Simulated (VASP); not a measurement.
# Pd (Fm-3m) in VASP: density of states with PBEsol

Aim: the density of states of Pd with PBEsol.

All numbers are computed with VASP 6.6.1; they aren't measurements. Logs are shortened: lines on timing, memory, paths and dates and some standing lists are left out, and cuts for length are marked.

### 1 The cell of the first run

It takes space group Fm-3m (No. 225, cubic). Conventional cell: a = 3.877 Å, b = 3.877 Å, c = 3.877 Å, α = 90.00°, β = 90.00°, γ = 90.00°. Pd (site symmetry m-3m) has 12 Pd at 2.74 Å within 3.6 Å.

### 2 Density of states, PBEsol

File POSCAR:

```
Pd
1.0
    0.0000000000      1.9384608481      1.9384608481
    1.9384608481      0.0000000000      1.9384608481
    1.9384608481      1.9384608481      0.0000000000
Pd
1
Direct
    0.0000000000      0.0000000000      0.0000000000
```

File INCAR.step1:

```
SYSTEM = Pd
PREC = Accurate ; ENCUT = 400
EDIFF = 1E-6 ; ISMEAR = -1
SIGMA = 0.1 ; LREAL = .FALSE.
LASPH = .TRUE. ; NELM = 120
ALGO = Normal ; ISIF = 2
LWAVE = .FALSE. ; LCHARG = .TRUE.
LMAXMIX = 4 ; GGA = PS
NBANDS = 11 ; GGA_COMPAT = .FALSE.
NEDOS = 2001 ; LORBIT = 11
```

File KPOINTS.step1:

```
regular mesh
0
G
  13 13 13
  0 0 0
```

File INCAR.step2:

```
SYSTEM = Pd
PREC = Accurate ; ENCUT = 400
EDIFF = 1E-6 ; ISMEAR = -5
SIGMA = 0.1 ; LREAL = .FALSE.
LASPH = .TRUE. ; NELM = 120
ALGO = Normal ; ISIF = 2
LWAVE = .FALSE. ; LCHARG = .FALSE.
LMAXMIX = 4 ; GGA = PS
LORBIT = 10 ; NEDOS = 1001
ICHARG = 11 ; GGA_COMPAT = .FALSE.
```

File KPOINTS.step2:

```
regular mesh
0
G
  20 20 20
  0 0 0
```

Potentials or basis: VASP PAW PBE potentials, release 64 (Pd).

Launch:

```console
$ cat potpaw_PBE.64/Pd/POTCAR > POTCAR
$ cp INCAR.step1 INCAR
$ cp KPOINTS.step1 KPOINTS
$ mpirun -np 1 vasp_std > vasp.out
$ cp INCAR.step2 INCAR
$ cp KPOINTS.step2 KPOINTS
$ mpirun -np 1 vasp_std > vasp.out
```

OUTCAR:

```text
SYSTEM = Pd
   PREC = Accurate
   ENCUT = 400
   EDIFF = 1E-6
   ISMEAR = -5
   LREAL = .FALSE.
   LASPH = .TRUE.
   NELM = 120
   ISIF = 2
   GGA = PS
   LORBIT = 10
   ICHARG = 11

 ion  position               nearest neighbor table
   1  0.000  0.000  0.000-

  LATTYP: Found a face centered cubic cell.
 ALAT       =     3.8769216962

  Lattice vectors:

 A1 = (   0.0000000000,   1.9384608481,   1.9384608481)
 A2 = (   1.9384608481,   0.0000000000,   1.9384608481)
 A3 = (   1.9384608481,   1.9384608481,   0.0000000000)

Analysis of symmetry for initial positions (statically):
=====================================================================
 Subroutine PRICEL returns:
 Original cell was already a primitive cell.

 Routine SETGRP: Setting up the symmetry group for a
 face centered cubic supercell.

 Subroutine GETGRP returns: Found 48 space group operations
 (whereof 48 operations were pure point group operations)
 out of a pool of 48 trial point group operations.

The static configuration has the point symmetry O_h .

Analysis of symmetry for dynamics (positions and initial velocities):
=====================================================================
 Subroutine PRICEL returns:
 Original cell was already a primitive cell.

 Routine SETGRP: Setting up the symmetry group for a
 face centered cubic supercell.

 Subroutine GETGRP returns: Found 48 space group operations
 (whereof 48 operations were pure point group operations)
 out of a pool of 48 trial point group operations.

The dynamic configuration has the point symmetry O_h .

 Subroutine INISYM returns: Found 48 space group operations
 (whereof 48 operations are pure point group operations),
 and found     1 'primitive' translations

----------------------------------------------------------------------------------------

                                     Primitive cell

  volume of cell :      14.5680

  direct lattice vectors                    reciprocal lattice vectors
     0.000000000  1.938460848  1.938460848    -0.257936600  0.257936600  0.257936600
     1.938460848  0.000000000  1.938460848     0.257936600 -0.257936600  0.257936600
     1.938460848  1.938460848  0.000000000     0.257936600  0.257936600 -0.257936600

  length of vectors
     2.741397622  2.741397622  2.741397622     0.446759296  0.446759296  0.446759296

  position of ions in fractional coordinates (direct lattice)
     0.000000000  0.000000000  0.000000000

  ion indices of the primitive-cell ions
   primitive index   ion index
                 1           1

----------------------------------------------------------------------------------------

 KPOINTS: regular mesh

Automatic generation of k-mesh.
 Grid dimensions read from file:
 generate k-points for:   20   20   20

 Generating k-lattice:

  Cartesian coordinates                     Fractional coordinates (reciprocal lattice)
    -0.012896830  0.012896830  0.012896830     0.050000000  0.000000000  0.000000000
     0.012896830 -0.012896830  0.012896830     0.000000000  0.050000000  0.000000000
     0.012896830  0.012896830 -0.012896830     0.000000000  0.000000000  0.050000000

  Length of vectors
     0.022337965  0.022337965  0.022337965

  Shift w.r.t. Gamma in fractional coordinates (k-lattice)
     0.000000000  0.000000000  0.000000000

 TETIRR: Found   1093 inequivalent tetrahedra from    48000

 Subroutine IBZKPT returns following result:
 ===========================================

 Found    256 irreducible k-points:

 Following reciprocal coordinates:
            Coordinates               Weight
  0.000000  0.000000  0.000000      1.000000
  0.050000  0.000000  0.000000      8.000000
  0.100000  0.000000  0.000000      8.000000
  0.150000  0.000000  0.000000      8.000000
  0.200000  0.000000  0.000000      8.000000
  0.250000  0.000000  0.000000      8.000000
[... 16 lines left out ...]
 -0.400000  0.050000  0.000000     24.000000
 -0.350000  0.050000  0.000000     24.000000
 [... further k-points ...]
   k-points           NKPTS =    256   k-points in BZ     NKDIM =    256   number of bands    NBANDS=      9
   number of dos      NEDOS =   1001   number of ions     NIONS =      1
   total plane-waves  NPLWV =   5832
   dimension x,y,z NGX =    18 NGY =   18 NGZ =   18
   dimension x,y,z NGXF=    36 NGYF=   36 NGZF=   36
   ions per type =               1
   NGX,Y,Z   is equivalent  to a cutoff of  10.92, 10.92, 10.92 a.u.
   NGXF,Y,Z  is equivalent  to a cutoff of  21.83, 21.83, 21.83 a.u.
 SYSTEM =  Pd
   PREC   = accura    normal or accurate (medium, high low for compatibility)
   ISTART =      0    job   : 0-new  1-cont  2-samecut
   ICHARG =     11    charge: 1-file 2-atom 10-const
   ISPIN  =      1    spin polarized calculation?
   LNONCOLLINEAR =      F non collinear calculations
   LSORBIT =      F    spin-orbit coupling
   LASPH  =      T    aspherical Exc in radial PAW
   ENCUT  =  400.0 eV  29.40 Ry    5.42 a.u.   4.47  4.47  4.47*2*pi/ulx,y,z
   NELM   =    120;   NELMIN=  2; NELMDL=  0     # of ELM steps
   EDIFF  = 0.1E-05   stopping-criterion for ELM
   LREAL  =      F    real-space projection
   EDIFFG = 0.1E-04   stopping-criterion for IOM
   NSW    =      0    number of steps for IOM
   IBRION =     -1    ionic relax: 0-MD 1-quasi-New 2-CG
   NFREE  =      0    steps in history (QN), initial steepest desc. (CG)
   ISIF   =      2    stress and relaxation
   ISYM   =      2    0-nonsym 1-usesym 2-fastsym
   POTIM  = 0.5000    time-step for ionic-motion
   TEBEG  =    0.0;   TEEND  =   0.0 temperature during run
   PSTRESS=    0.0 pullay stress
   NELECT =      10.0000    total number of electrons
   NUPDOWN=      -1.0000    fix difference up-down
   EMIN   =  10.00;   EMAX   =-10.00  energy-range for DOS
   EFERMI =   0.00;   METHOD = LEGACY
   ISMEAR =    -5;   SIGMA  =   0.10  broadening in eV -4-tet -1-fermi 0-gaus
   EFERMI_NEDOS =   21; number of points for ismear=-14 and -15
   IALGO  =     38    algorithm
   IMIX   =      4    mixing-type and parameters
     AMIX     =   0.40;   BMIX     =  1.00
     AMIX_MAG =   1.60;   BMIX_MAG =  1.00
  volume/ion in A,a.u.               =      14.57        98.31
  Fermi-wavevector in a.u.,A,eV,Ry     =   1.444135  2.729019 28.375303  2.085526
  Thomas-Fermi vector in A             =   2.562464
   LORBIT       =     10    0 simple, 1 ext, 2 COOP (PROOUT), +10 PAW based schemes
   GGA     = PS    functional components
   LHFCALC =     F    Hartree Fock is set to
   AEXX    =    0.0000 exact exchange contribution
   IVDW    =     0    specifies the selected vdW correction
   LEPSILON=     F    determine dielectric tensor
   LRPA    =     F    only Hartree local field effects (RPA)
 non-spin polarized calculation
 Fermi weights with tetrahedron method with Bloechl corrections
  energy-cutoff  :      400.00
  volume of cell :       14.57
 maximum number of plane-waves:       278
 NGX is ok and might be reduce to    18

 number of electron       9.9999999 magnetization

 Free energy of the ion-electron system (eV)
  ---------------------------------------------------
  ext. energy  EPLUGINS =         0.00000000
  ---------------------------------------------------
  free energy    TOTEN  =        -5.96019586 eV

  energy without entropy =       -5.96019586  energy(sigma->0) =       -5.96019586

 E-fermi :   9.8278     XC(G=0): -13.4564

 val. band max:        9.8480297644   @ k =   0.4500   0.1500   0.0000
 cond. band min:       9.8330919498   @ k =   0.3500   0.3500   0.0000
 fundamental gap:     -0.0149378146
 Fermi energy:         9.8277519446

 k-point     1 :       0.0000    0.0000    0.0000
  band No.  band energies     occupation
      1       2.4942      2.00000
      2       6.9308      2.00000
      3       6.9308      2.00000
      4       6.9308      2.00000
      5       8.5942      2.00000
      6       8.5942      2.00000
      7      26.9666      0.00000
      8      31.8033      0.00000
      9      31.8037      0.00000

 k-point     2 :       0.0500    0.0000    0.0000
  band No.  band energies     occupation
      1       2.5865      2.00000
      2       6.8965      2.00000
      3       6.9634      2.00000
      4       6.9634      2.00000
      5       8.5773      2.00000
      6       8.5773      2.00000
      7      27.0693      0.00000
      8      31.1716      0.00000
      9      31.9120      0.00000

 k-point     3 :       0.1000    0.0000    0.0000
  band No.  band energies     occupation
      1       2.8554      2.00000
      2       6.8078      2.00000
      3       7.0516      2.00000
      4       7.0516      2.00000
      5       8.5400      2.00000
      6       8.5400      2.00000
      7      27.3223      0.00000
      8      29.8242      0.00000
      9      32.2244      0.00000

 k-point     4 :       0.1500    0.0000    0.0000
  band No.  band energies     occupation
      1       3.2720      2.00000
      2       6.7072      2.00000
      3       7.1617      2.00000
      4       7.1617      2.00000
      5       8.5185      2.00000
      6       8.5185      2.00000
      7      27.3778      0.00000
      8      28.4997      0.00000
      9      32.6957      0.00000

 k-point     5 :       0.2000    0.0000    0.0000
  band No.  band energies     occupation
      1       3.7682      2.00000
      2       6.6805      2.00000
      3       7.2368      2.00000
      4       7.2368      2.00000
      5       8.5722      2.00000
      6       8.5722      2.00000
      7      26.1472      0.00000
      8      28.2166      0.00000
      9      33.2267      0.00000

 k-point     6 :       0.2500    0.0000    0.0000
  band No.  band energies     occupation
      1       4.2089      2.00000
      2       6.8739      2.00000
      3       7.2315      2.00000
      4       7.2315      2.00000
      5       8.7434      2.00000
      6       8.7434      2.00000
      7      24.3981      0.00000
      8      28.0431      0.00000
      9      33.5616      0.00000
[... 169 lines left out ...]
 k-point    21 :       0.5000    0.0500    0.0000
  band No.  band energies     occupation
      1       4.4626      2.00000
      2       6.8328      2.00000
      3       6.9419      2.00000
      4       9.3012      2.00000
      5       9.8300      1.79652
      6      11.2457      0.00000
      7      17.2616      0.00000
      8      26.3985      0.00000
      9      30.6440      0.00000

 k-point    22 :      -0.4500    0.0500    0.0000
  band No.  band energies     occupation
      1       4.4695      2.00000
      2       6.8478      2.00000
      3       6.9415      2.00000
      4       9.3021      2.00000
      5       9.7423      2.13025
      6      11.1389      0.00000
      7      17.4524      0.00000
      8      26.4252      0.00000
      9      30.4522      0.00000

 k-point    23 :      -0.4000    0.0500    0.0000
  band No.  band energies     occupation
      1       4.5087      2.00000
      2       6.9061      2.00000
      3       6.9843      2.00000
      4       8.9906      2.00000
      5       9.5353      2.00000
      6      10.5233     -0.06447
      7      18.5815      0.00000
      8      26.6305      0.00000
      9      30.5960      0.00000

 k-point    24 :      -0.3500    0.0500    0.0000
  band No.  band energies     occupation
      1       4.5561      2.00000
      2       6.9968      2.00000
      3       7.0643      2.00000
      4       8.3264      2.00000
      5       9.2432      2.00000
      6       9.9288      0.53977
      7      20.1877      0.00000
      8      26.9932      0.00000
      9      31.0037      0.00000

 [... further k-points ...]

------------------------ aborting loop because EDIFF is reached ----------------------------------------

  FORCE on cell =-STRESS in cart. coord.  units (eV):
  Direction    XX          YY          ZZ          XY          YZ          ZX
  --------------------------------------------------------------------------------------
  -------------------------------------------------------------------------------------
  Total       -0.1862739     -0.1862739     -0.1862739      0.0000000      0.0000000      0.0000000
  in kB      -20.4862088    -20.4862088    -20.4862088      0.0000000      0.0000000      0.0000000
  external PRESSURE =     -20.4862088 kB  Pullay stress =       0.0000000 kB

 VOLUME and BASIS-vectors are now :
 -----------------------------------------------------------------------------
  energy-cutoff  :      400.00
  volume of cell :       14.57
      direct lattice vectors                 reciprocal lattice vectors
     0.000000000  1.938460848  1.938460848    -0.257936600  0.257936600  0.257936600
     1.938460848  0.000000000  1.938460848     0.257936600 -0.257936600  0.257936600
     1.938460848  1.938460848  0.000000000     0.257936600  0.257936600 -0.257936600

 POSITION                                       TOTAL-FORCE (eV/Angst)
 -----------------------------------------------------------------------------------
      0.00000      0.00000      0.00000         0.000000      0.000000     -0.000000
 -----------------------------------------------------------------------------------
    total drift:                                0.000000     -0.000000     -0.000000

  FREE ENERGIE OF THE ION-ELECTRON SYSTEM (eV)
  ---------------------------------------------------
  free  energy   TOTEN  =        -5.9601958634 eV

  energy  without entropy=       -5.9601958634  energy(sigma->0) =       -5.96019586

 total charge

# of ion       s       p       d       tot
------------------------------------------
    1        0.488   0.497   8.467   9.452
```

Wall time 8.9 s (1 thread of Intel Xeon 6975P-C (Granite Rapids), shared host); peak memory 0.13 GiB.

What came out:

```
Valence electrons inside the program's atomic spheres : Pd 9.45
```

Levels at points of the mesh, in eV from the Fermi level:
| k point | band 2 | band 3 | band 4 | band 5 | band 6 | band 7 | band 8 | band 9 |
| --- | --- | --- | --- | --- | --- | --- | --- | --- |
| (0.00, 0.00, 0.00) | -2.90 | -2.90 | -2.90 | -1.23 | -1.23 | 17.14 | 21.98 | 21.98 |
| (0.50, 0.00, 0.00) | -2.94 | -2.94 | 0.00 | 0.00 | 0.90 | 7.38 | 16.49 | 21.14 |
| (0.50, 0.50, 0.00) | -5.22 | -0.03 | 0.32 | 0.32 | 3.26 | 10.85 | 13.18 | 13.18 |

Caveat: the PAW data sets were made with another functional, which shifts forces and pressure a little; tetrahedron occupations give inexact forces and stress in metals.
